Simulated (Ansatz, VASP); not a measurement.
# C in VASP and in Ansatz

The input INCAR:

```
PREC     = Accurate       # precision mode
ENCUT    = 520            # plane-wave cutoff, eV
EDIFF    = 1E-6           # SCF threshold, eV
ISMEAR   = 0              # smearing method
SIGMA    = 0.15           # smearing width, eV
LREAL    = False          # projectors in reciprocal space
LASPH    = True           # aspherical terms in the spheres
NELM     = 60             # most SCF steps
ALGO     = Normal         # electronic algorithm
ISIF     = 2              # what is computed and relaxed
LWAVE    = False          # write WAVECAR
LCHARG   = False          # write CHGCAR
GGA      = PE             # functional
IVDW     = 12             # dispersion correction
NBANDS   = 16             # bands
```

The input KPOINTS:

```
regular mesh
0
Gamma
  24 24 8
```

POSCAR

```
C
1.0
    2.2677812922      0.0000000000      0.0000000000
   -1.1338906461      1.9639562093      0.0000000000
    0.0000000000      0.0000000000      7.2775072412
C
4
Direct
    0.0000000000      0.0000000000      0.0025000000
    0.0000000000      0.0000000000      0.5025000000
    0.3333333333      0.6666666667      0.0025000000
    0.6666666667      0.3333333333      0.5025000000
```

Input for Ansatz:

```yaml
crystal:
  lattice:
    - [2.2677812922, 0.0, 0.0]
    - [-1.1338906461, 1.9639562093, 0.0]
    - [0.0, 0.0, 7.2775072412]
  atoms:
    - { symbol: C, position: [0.0, 0.0, 0.0025] }
    - { symbol: C, position: [0.0, 0.0, 0.5025] }
    - { symbol: C, position: [0.3333333333, 0.6666666667, 0.0025] }
    - { symbol: C, position: [0.6666666667, 0.3333333333, 0.5025] }
basis:
  ecutwfc: 420
kpoints:
  mp_grid: { grid: [24, 24, 8] }
hamiltonian:
  xc: pbe
  dispersion: d3bj
scf:
  occupations: { method: gaussian, width: 0.15 }
output:
  forces: true
  stress: true
  eigenvalues: true
  write_density: true
  write_potential: true
  elf: true
  volumetric_format: npy
```

Change from the starting cell: strain -0.080 along x and y, +0.080 along z, atoms carried along.

Alike in both runs: task single point; functional PBE; dispersion D3(BJ); k mesh 24 × 24 × 8; occupations gaussian, width 0.15 eV; no spin polarisation.

|  | VASP | Ansatz |
| --- | --- | --- |
| version | VASP 6.6.1 | Ansatz 0.2.0 |
| potentials or method | VASP PAW PBE potentials, release 64 (C), cutoff 520 eV | scalar-relativistic, plane waves, PAW |
| valence electrons in the cell | 16 | 16 |

|  | VASP | Ansatz | Ansatz less VASP |
| --- | --- | --- | --- |
| gap on the k mesh at the Fermi level (eV) | none | none | - |
| pressure (GPa) | 90.3 | 90.0 | -0.34 |
| traceless stress, the component that is largest in VASP (GPa) | -92.37 | -91.86 | +0.505 |

A gap of «none» marks a metal or a gap that the smearing closes. Both programs put the cell under a high pressure, so it lies far from rest at this level.

Noted on VASP's run: the cell as given lies far from equilibrium.
